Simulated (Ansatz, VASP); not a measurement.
# ZnS: VASP beside Ansatz

```xyz
2
Lattice="0.0000 2.7452 2.7046 2.7452 0.0000 2.7046 2.7452 2.7452 0.0000" Properties=species:S:1:pos:R:3 pbc="T T T"
Zn    0.0000    0.0000    0.0000
S     4.1178    4.1178    4.0570
```

Change from the starting cell: strain +0.015 along x and y, +0.000 along z, atoms carried along.

Alike in both runs: task single point; functional r2SCAN; k mesh 8 × 8 × 8; occupations gaussian, width 0.05 eV; no spin polarisation.

|  | VASP | Ansatz |
| --- | --- | --- |
| version | VASP 6.6.1 | Ansatz 0.2.0 |
| potentials or method | VASP PAW PBE potentials, release 64 (Zn, S), cutoff 520 eV | scalar-relativistic, plane waves, PAW |
| valence electrons in the cell | 18 | 18 |

VASP gave:

```
gap on the k mesh at the Fermi level (eV)                     : 2.49
least direct gap on the mesh (eV)                             : 2.49
pressure (GPa)                                                : -2.9
traceless stress, the component that is largest in VASP (GPa) : 0.41
```

Q: What did Ansatz give for the same quantities?

A: gap on the k mesh at the Fermi level (eV): 2.48; least direct gap on the mesh (eV): 2.48; pressure (GPa): -3.0; traceless stress, the component that is largest in VASP (GPa): 0.43.

VASP's potentials were made for PBE, not for r2SCAN. The functional is the same, so the differences come from potentials, cutoffs and numerics.
